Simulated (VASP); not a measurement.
A run of VASP 6.6.1:

The input INCAR:

```
PREC     = Accurate       # precision mode
ENCUT    = 520            # plane-wave cutoff, eV
EDIFF    = 1E-7           # SCF threshold, eV
ISMEAR   = -1             # smearing method
SIGMA    = 0.05           # smearing width, eV
LREAL    = False          # projectors in reciprocal space
LASPH    = True           # aspherical terms in the spheres
NELM     = 60             # most SCF steps
ALGO     = Normal         # electronic algorithm
ISIF     = 2              # what is computed and relaxed
LWAVE    = False          # write WAVECAR
LCHARG   = True           # write CHGCAR
GGA      = PE             # functional
IVDW     = 12             # dispersion correction
LELF     = True           # ELF
LVHAR    = True         
NBANDS   = 26             # bands
```

File KPOINTS:

```
regular mesh
0
Gamma
  10 10 3
```

The input POSCAR:

```
SiC
1.0
    3.0129072637      0.0000000000      0.0000000000
   -1.5064536318      2.6092542296      0.0000000000
    0.0000000000      0.0000000000      9.8650653976
Si C
4 4
Direct
    0.0000000000      0.0000000000      0.1878943800
    0.0000000000      0.0000000000      0.6878943800
    0.3333333333      0.6666666667      0.4378419800
    0.6666666667      0.3333333333      0.9378419800
    0.0000000000      0.0000000000      0.0004600500
    0.0000000000      0.0000000000      0.5004600500
    0.3333333333      0.6666666667      0.2498025900
    0.6666666667      0.3333333333      0.7498025900
```

Potentials or basis: VASP PAW PBE potentials, release 64 (Si, C).

Command:

```sh
$ cat potpaw_PBE.64/Si/POTCAR potpaw_PBE.64/C/POTCAR > POTCAR
$ mpirun -np 1 vasp_std > vasp.out
```

Hardware: 1 thread of Intel Xeon 8259CL, with other jobs on the host.

Q: How long does it take, and how much memory?

A: Run time: 61 s on 1 thread of Intel Xeon 8259CL, with other jobs on the host, peak memory 0.22 GiB. Counts: scf iterations 15, k points 28.
